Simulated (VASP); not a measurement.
# EuS (Fm-3m) in VASP: further runs

Runs on EuS. Level: r2SCAN. Tasks: single point.

All numbers are computed with VASP 6.6.1; they aren't measurements. Logs are shortened: lines on timing, memory, paths and dates and some standing lists are left out, and cuts for length are marked.

## 1. The cell of the first run

The structure is cubic, space group Fm-3m (No. 225). The conventional cell has a = 5.957 Å, b = 5.957 Å, c = 5.957 Å, α = 90.00°, β = 90.00°, γ = 90.00°. Within 3.9 Å of Eu (site symmetry m-3m) lie 6 S at 2.98 Å. S (site symmetry m-3m) has 6 Eu at 2.98 Å within 3.9 Å.

## 2. Single point, r2SCAN, collinear spin, ferromagnetic start

The input, POSCAR:

```
EuS
1.0
    0.0000000000      2.9785000000      2.9785000000
    2.9785000000      0.0000000000      2.9785000000
    2.9785000000      2.9785000000      0.0000000000
Eu S
1 1
Direct
    0.0000000000      0.0000000000      0.0000000000
    0.5000000000      0.5000000000      0.5000000000
```

The input, INCAR.step1:

```
SYSTEM = EuS
ALGO = Normal
EDIFF = 1E-5
ENCUT = 800
GGA = PE
GGA_COMPAT = .FALSE.
ISMEAR = 1
ISPIN = 2
LASPH = .TRUE.
LCHARG = .FALSE.
LMAXMIX = 6
LREAL = .FALSE.
LWAVE = .TRUE.
MAGMOM = 7 0
NBANDS = 22
NELM = 200
PREC = Accurate
SIGMA = 0.1
```

The input, INCAR.step2:

```
SYSTEM = EuS
ALGO = Normal
EDIFF = 1E-6
ENCUT = 800
GGA_COMPAT = .FALSE.
ISIF = 2
ISMEAR = 1
ISPIN = 2
ISTART = 1
LASPH = .TRUE.
LCHARG = .FALSE.
LMAXMIX = 6
LMIXTAU = .TRUE.
LORBIT = 11
LREAL = .FALSE.
LWAVE = .FALSE.
MAGMOM = 7 0
METAGGA = R2SCAN
NBANDS = 22
NELM = 200
PREC = Accurate
SIGMA = 0.1
```

The input, KPOINTS:

```
k-points
0
G
  8 8 8
  0 0 0
```

Potentials or basis: VASP PAW PBE potentials, release 64 (Eu, S).

Started as:

```
cat potpaw_PBE.64/Eu/POTCAR potpaw_PBE.64/S/POTCAR > POTCAR
cp INCAR.step1 INCAR
mpirun -np 1 vasp_std > vasp.out
cp INCAR.step2 INCAR
mpirun -np 1 vasp_std > vasp.out
```

OUTCAR:

```text
SYSTEM = EuS
   EDIFF = 1E-6
   ENCUT = 800
   ISIF = 2
   ISMEAR = 1
   ISPIN = 2
   ISTART = 1
   LASPH = .TRUE.
   LORBIT = 11
   LREAL = .FALSE.
   METAGGA = R2SCAN
   NELM = 200
   PREC = Accurate

 ion  position               nearest neighbor table
   1  0.000  0.000  0.000-   2 2.98   2 2.98   2 2.98   2 2.98   2 2.98   2 2.98
   2  0.500  0.500  0.500-   1 2.98   1 2.98   1 2.98   1 2.98   1 2.98   1 2.98

  LATTYP: Found a face centered cubic cell.
 ALAT       =     5.9570000000

  Lattice vectors:

 A1 = (   0.0000000000,   2.9785000000,   2.9785000000)
 A2 = (   2.9785000000,   0.0000000000,   2.9785000000)
 A3 = (   2.9785000000,   2.9785000000,   0.0000000000)

Analysis of symmetry for initial positions (statically):
=====================================================================
 Subroutine PRICEL returns:
 Original cell was already a primitive cell.

 Routine SETGRP: Setting up the symmetry group for a
 face centered cubic supercell.

 Subroutine GETGRP returns: Found 48 space group operations
 (whereof 48 operations were pure point group operations)
 out of a pool of 48 trial point group operations.

The static configuration has the point symmetry O_h .

Analysis of symmetry for dynamics (positions and initial velocities):
=====================================================================
 Subroutine PRICEL returns:
 Original cell was already a primitive cell.

 Routine SETGRP: Setting up the symmetry group for a
 face centered cubic supercell.

 Subroutine GETGRP returns: Found 48 space group operations
 (whereof 48 operations were pure point group operations)
 out of a pool of 48 trial point group operations.

The dynamic configuration has the point symmetry O_h .

Analysis of structural, dynamic, and magnetic symmetry:
=====================================================================
 Subroutine PRICEL returns:
 Original cell was already a primitive cell.

 Routine SETGRP: Setting up the symmetry group for a
 face centered cubic supercell.

 Subroutine GETGRP returns: Found 48 space group operations
 (whereof 48 operations were pure point group operations)
 out of a pool of 48 trial point group operations.

The overall configuration has the point symmetry O_h .

 Subroutine INISYM returns: Found 48 space group operations
 (whereof 48 operations are pure point group operations),
 and found     1 'primitive' translations

----------------------------------------------------------------------------------------

                                     Primitive cell

  volume of cell :      52.8473

  direct lattice vectors                    reciprocal lattice vectors
     0.000000000  2.978500000  2.978500000    -0.167869733  0.167869733  0.167869733
     2.978500000  0.000000000  2.978500000     0.167869733 -0.167869733  0.167869733
     2.978500000  2.978500000  0.000000000     0.167869733  0.167869733 -0.167869733

  length of vectors
     4.212235096  4.212235096  4.212235096     0.290758907  0.290758907  0.290758907

  position of ions in fractional coordinates (direct lattice)
     0.000000000  0.000000000  0.000000000
     0.500000000  0.500000000  0.500000000

  ion indices of the primitive-cell ions
   primitive index   ion index
                 1           1
                 2           2

----------------------------------------------------------------------------------------

 KPOINTS: k-points

Automatic generation of k-mesh.
 Grid dimensions read from file:
 generate k-points for:    8    8    8

 Generating k-lattice:

  Cartesian coordinates                     Fractional coordinates (reciprocal lattice)
    -0.020983717  0.020983717  0.020983717     0.125000000  0.000000000  0.000000000
     0.020983717 -0.020983717  0.020983717     0.000000000  0.125000000  0.000000000
     0.020983717  0.020983717 -0.020983717     0.000000000  0.000000000  0.125000000

  Length of vectors
     0.036344863  0.036344863  0.036344863

  Shift w.r.t. Gamma in fractional coordinates (k-lattice)
     0.000000000  0.000000000  0.000000000

 Subroutine IBZKPT returns following result:
 ===========================================

 Found     29 irreducible k-points:

 Following reciprocal coordinates:
            Coordinates               Weight
  0.000000  0.000000  0.000000      1.000000
  0.125000  0.000000  0.000000      8.000000
  0.250000  0.000000  0.000000      8.000000
  0.375000  0.000000  0.000000      8.000000
  0.500000  0.000000  0.000000      4.000000
  0.125000  0.125000  0.000000      6.000000
[... 16 lines left out ...]
  0.500000  0.250000  0.125000     48.000000
 -0.375000  0.250000  0.125000     24.000000
 [... further k-points ...]
   k-points           NKPTS =     29   k-points in BZ     NKDIM =     29   number of bands    NBANDS=     22
   number of dos      NEDOS =    301   number of ions     NIONS =      2
   total plane-waves  NPLWV =  64000
   dimension x,y,z NGX =    40 NGY =   40 NGZ =   40
   dimension x,y,z NGXF=    80 NGYF=   80 NGZF=   80
   ions per type =               1   1
   NGX,Y,Z   is equivalent  to a cutoff of  15.79, 15.79, 15.79 a.u.
   NGXF,Y,Z  is equivalent  to a cutoff of  31.57, 31.57, 31.57 a.u.
 SYSTEM =  EuS
   PREC   = accura    normal or accurate (medium, high low for compatibility)
   ISTART =      1    job   : 0-new  1-cont  2-samecut
   ICHARG =      0    charge: 1-file 2-atom 10-const
   ISPIN  =      2    spin polarized calculation?
   LNONCOLLINEAR =      F non collinear calculations
   LSORBIT =      F    spin-orbit coupling
   LASPH  =      T    aspherical Exc in radial PAW
   ENCUT  =  800.0 eV  58.80 Ry    7.67 a.u.   9.71  9.71  9.71*2*pi/ulx,y,z
   NELM   =    200;   NELMIN=  2; NELMDL=  0     # of ELM steps
   EDIFF  = 0.1E-05   stopping-criterion for ELM
   LREAL  =      F    real-space projection
   EDIFFG = 0.1E-04   stopping-criterion for IOM
   NSW    =      0    number of steps for IOM
   IBRION =     -1    ionic relax: 0-MD 1-quasi-New 2-CG
   NFREE  =      0    steps in history (QN), initial steepest desc. (CG)
   ISIF   =      2    stress and relaxation
   ISYM   =      2    0-nonsym 1-usesym 2-fastsym
   POTIM  = 0.5000    time-step for ionic-motion
   TEBEG  =    0.0;   TEEND  =   0.0 temperature during run
   PSTRESS=    0.0 pullay stress
   NELECT =      23.0000    total number of electrons
   NUPDOWN=      -1.0000    fix difference up-down
   EMIN   =  10.00;   EMAX   =-10.00  energy-range for DOS
   EFERMI =   0.00;   METHOD = LEGACY
   ISMEAR =     1;   SIGMA  =   0.10  broadening in eV -4-tet -1-fermi 0-gaus
   EFERMI_NEDOS =   21; number of points for ismear=-14 and -15
   IALGO  =     38    algorithm
   IMIX   =      4    mixing-type and parameters
     AMIX     =   0.40;   BMIX     =  1.00
     AMIX_MAG =   1.60;   BMIX_MAG =  1.00
  volume/ion in A,a.u.               =      26.42       178.32
  Fermi-wavevector in a.u.,A,eV,Ry     =   1.240633  2.344456 20.941667  1.539169
  Thomas-Fermi vector in A             =   2.375065
   LORBIT       =     11    0 simple, 1 ext, 2 COOP (PROOUT), +10 PAW based schemes
   METAGGA = R2SCAN    functional components
   LHFCALC =     F    Hartree Fock is set to
   AEXX    =    0.0000 exact exchange contribution
   IVDW    =     0    specifies the selected vdW correction
   LEPSILON=     F    determine dielectric tensor
   LRPA    =     F    only Hartree local field effects (RPA)
 spin polarized calculation
 Methfessel and Paxton  Order N= 1 SIGMA  =   0.10
  energy-cutoff  :      800.00
  volume of cell :       52.85
 maximum number of plane-waves:      2733
   NGX = 19   NGY = 19   NGZ = 19

 number of electron      23.0000002 magnetization       6.9984284

 Free energy of the ion-electron system (eV)
  ---------------------------------------------------
  ext. energy  EPLUGINS =         0.00000000
  ---------------------------------------------------
  free energy    TOTEN  =       -52.61492436 eV

  energy without entropy =      -52.62049764  energy(sigma->0) =      -52.61678212

 E-fermi :   4.2596     XC(G=0): -10.0912

 val. band max:        4.2448410478   @ k =   0.1250   0.0000   0.0000
 cond. band min:       4.2789344823   @ k =   0.1250   0.1250   0.0000
 fundamental gap:      0.0340934344
 Fermi energy:         4.2596367234

 spin component 1

 k-point     1 :       0.0000    0.0000    0.0000
  band No.  band energies     occupation
      1     -38.6221      1.00000
      2     -16.7395      1.00000
      3     -16.7395      1.00000
      4     -16.7395      1.00000
      5      -9.8801      1.00000
      6       1.2685      1.00000
[... 14 lines left out ...]
     21       6.4438      0.00000
     22      12.1604      0.00000
[... 552 lines left out ...]
  band No.  band energies     occupation
      1     -38.6069      1.00000
      2     -17.0080      1.00000
      3     -16.8315      1.00000
      4     -16.7878      1.00000
      5      -9.1641      1.00000
      6      -0.8151      1.00000
[... 14 lines left out ...]
     21      10.7722      0.00000
     22      11.8600      0.00000

 [... further k-points ...]

 spin component 2

 k-point     1 :       0.0000    0.0000    0.0000
  band No.  band energies     occupation
      1     -34.9515      1.00000
      2     -14.1451      1.00000
      3     -14.1451      1.00000
      4     -14.1451      1.00000
      5      -9.8890      1.00000
      6       1.4194      1.00000
[... 14 lines left out ...]
     21      10.6455      0.00000
     22      13.5526      0.00000
[... 552 lines left out ...]
  band No.  band energies     occupation
      1     -34.9280      1.00000
      2     -14.5909      1.00000
      3     -14.2753      1.00000
      4     -14.2123      1.00000
      5      -9.0904      1.00000
      6      -0.5518      1.00000
[... 14 lines left out ...]
     21      12.1140      0.00000
     22      12.9944      0.00000

 [... further k-points ...]

------------------------ aborting loop because EDIFF is reached ----------------------------------------

  FORCE on cell =-STRESS in cart. coord.  units (eV):
  Direction    XX          YY          ZZ          XY          YZ          ZX
  --------------------------------------------------------------------------------------
  -------------------------------------------------------------------------------------
  Total       -0.8323051     -0.8323051     -0.8323051      0.0000000      0.0000000      0.0000000
  in kB      -25.2330850    -25.2330850    -25.2330850      0.0000000      0.0000000      0.0000000
  external PRESSURE =     -25.2330850 kB  Pullay stress =       0.0000000 kB

 VOLUME and BASIS-vectors are now :
 -----------------------------------------------------------------------------
  energy-cutoff  :      800.00
  volume of cell :       52.85
      direct lattice vectors                 reciprocal lattice vectors
     0.000000000  2.978500000  2.978500000    -0.167869733  0.167869733  0.167869733
     2.978500000  0.000000000  2.978500000     0.167869733 -0.167869733  0.167869733
     2.978500000  2.978500000  0.000000000     0.167869733  0.167869733 -0.167869733

 POSITION                                       TOTAL-FORCE (eV/Angst)
 -----------------------------------------------------------------------------------
      0.00000      0.00000      0.00000         0.000000     -0.000000     -0.000000
      2.97850      2.97850      2.97850         0.000000      0.000000      0.000000
 -----------------------------------------------------------------------------------
    total drift:                                0.000000     -0.000000     -0.000000

  FREE ENERGIE OF THE ION-ELECTRON SYSTEM (eV)
  ---------------------------------------------------
  free  energy   TOTEN  =       -52.6149243559 eV

  energy  without entropy=      -52.6204976365  energy(sigma->0) =      -52.61678212

 total charge

# of ion       s       p       d       f       tot
--------------------------------------------------
    1        2.034   5.807   0.272   6.698  14.811
    2        1.305   2.466   0.000   0.000   3.771
--------------------------------------------------
tot          3.339   8.273   0.272   6.698  18.582

 magnetization (x)

# of ion       s       p       d       f       tot
--------------------------------------------------
    1       -0.026  -0.190   0.082   6.673   6.538
    2       -0.009  -0.073   0.000   0.000  -0.082
--------------------------------------------------
tot         -0.035  -0.263   0.082   6.673   6.456
```

Run time: 9.6 min. Hardware: 1 thread of Intel Xeon Platinum 8259CL at 2.50GHz (Skylake/Cascade Lake), shared host; peak memory 0.39 GiB.

Results:

```
Free energy                                           : -52.6149 eV
Pressure                                              : -2.5 GPa
Band gap on the k mesh                                : zero (filled and empty bands overlap)
Net moment                                            : 7.00 μB per cell
Site moments                                          : Eu +6.54; S -0.08 μB
Valence electrons inside the program's atomic spheres : Eu 14.81; S 3.77
```

Levels at points of the mesh, in eV from the Fermi level:
Spin up:
```csv
k point,band 13,band 14,band 15,band 16,band 17,band 18
"(0.00, 0.00, 0.00)",0.11,0.11,0.11,1.28,1.28,1.28
"(0.50, 0.00, 0.00)",-0.24,-0.21,-0.20,3.26,3.53,3.93
"(0.50, 0.50, 0.00)",-0.26,-0.21,-0.04,-0.04,3.34,3.68
```
Spin down:
| k point | band 4 | band 5 | band 6 | band 7 | band 8 | band 9 | band 10 | band 11 | band 12 | band 13 |
| --- | --- | --- | --- | --- | --- | --- | --- | --- | --- | --- |
| (0.00, 0.00, 0.00) | -18.40 | -14.15 | -2.84 | -2.84 | -2.84 | 1.98 | 2.14 | 2.14 | 2.14 | 3.14 |
| (0.50, 0.00, 0.00) | -18.43 | -13.14 | -5.33 | -3.98 | -3.98 | 3.31 | 4.44 | 5.18 | 5.18 | 5.39 |
| (0.50, 0.50, 0.00) | -18.53 | -13.82 | -3.98 | -3.19 | -3.19 | 0.05 | 4.42 | 4.62 | 5.68 | 5.92 |

Caveat: the PAW data sets were made with another functional, which shifts forces and pressure a little; spin-orbit coupling is left out, which moves the levels of the heavy elements; a cell with one magnetic atom can't hold antiferromagnetic order, which such compounds often take; semilocal functionals describe open f shells poorly, which spoils levels, moments and volumes.

## 3. Single point, r2SCAN, collinear spin, ferromagnetic start

This run uses another cell than the first one, of 27.08 Å³/atom.

The input, POSCAR:

```
EuS
1.0
    0.0000000000      3.0031168188      3.0031168188
    3.0031168188      0.0000000000      3.0031168188
    3.0031168188      3.0031168188      0.0000000000
Eu S
1 1
Direct
    0.0000000000      0.0000000000      0.0000000000
    0.5000000000      0.5000000000      0.5000000000
```

The input, INCAR.step1:

```
SYSTEM = EuS
PREC = Accurate ; ENCUT = 800
ISMEAR = 1 ; SIGMA = 0.1
LREAL = .FALSE. ; LASPH = .TRUE.
NELM = 200 ; ISPIN = 2
MAGMOM = 7 0 ; LMAXMIX = 6
NBANDS = 22 ; GGA = PE
ALGO = Normal ; EDIFF = 1E-5
LWAVE = .TRUE. ; LCHARG = .FALSE.
GGA_COMPAT = .FALSE.
```

The input, INCAR.step2:

```
SYSTEM = EuS
PREC = Accurate ; ENCUT = 800
EDIFF = 1E-6 ; ISMEAR = 1
SIGMA = 0.1 ; LREAL = .FALSE.
LASPH = .TRUE. ; NELM = 200
ALGO = Normal ; ISIF = 2
LWAVE = .FALSE. ; LCHARG = .FALSE.
ISPIN = 2 ; MAGMOM = 7 0
LORBIT = 11 ; LMAXMIX = 6
METAGGA = R2SCAN ; LMIXTAU = .TRUE.
NBANDS = 22 ; ISTART = 1
GGA_COMPAT = .FALSE.
```

The input, KPOINTS:

```
Automatic mesh
0
G
  8 8 8
  0 0 0
```

Potentials or basis: VASP PAW PBE potentials, release 64 (Eu, S).

Started as:

```
cat potpaw_PBE.64/Eu/POTCAR potpaw_PBE.64/S/POTCAR > POTCAR
cp INCAR.step1 INCAR
mpirun -np 1 vasp_std > vasp.out
cp INCAR.step2 INCAR
mpirun -np 1 vasp_std > vasp.out
```

It took 11 min on 1 thread of Intel Xeon Platinum 8259CL at 2.50GHz (Skylake/Cascade Lake), shared host; peak memory 0.38 GiB.

Results (log left out):

| Property | Result |
| --- | --- |
| Free energy | -52.5899 eV |
| Pressure | -3.6 GPa |
| Band gap on the k mesh | zero (filled and empty bands overlap) |
| Net moment | 7.00 μB per cell |
| Site moments | Eu +6.54; S -0.08 μB |
| Valence electrons inside the program's atomic spheres | Eu 14.81; S 3.76 |

Levels at points of the mesh, in eV from the Fermi level:
Spin up:
```tsv
k point	band 12	band 13	band 14	band 15	band 16	band 17	band 18	band 19
(0.00, 0.00, 0.00)	-0.20	0.11	0.11	0.11	1.18	1.32	1.32	1.32
(0.50, 0.00, 0.00)	-0.22	-0.22	-0.19	-0.19	3.21	3.48	3.88	3.88
(0.50, 0.50, 0.00)	-0.24	-0.24	-0.20	-0.03	-0.03	3.32	3.56	4.76
```
Spin down:
```tsv
k point	band 5	band 6	band 7	band 8	band 9	band 10	band 11	band 12
(0.00, 0.00, 0.00)	-14.07	-2.82	-2.82	-2.82	1.85	2.17	2.17	2.17
(0.50, 0.00, 0.00)	-13.14	-5.24	-3.91	-3.91	3.29	4.37	5.12	5.12
(0.50, 0.50, 0.00)	-13.75	-3.96	-3.17	-3.17	0.12	4.41	4.49	5.69
```

Caveat: the cell stands under tension; the PAW data sets were made with another functional, which shifts forces and pressure a little; spin-orbit coupling is left out, which moves the levels of the heavy elements; a cell with one magnetic atom can't hold antiferromagnetic order, which such compounds often take; semilocal functionals describe open f shells poorly, which spoils levels, moments and volumes. The state reached can hang on the start; a lower one may exist.

[end of part 1 of 2]

The gap in the log of VASP goes by the Fermi energy; the results here count the filled bands.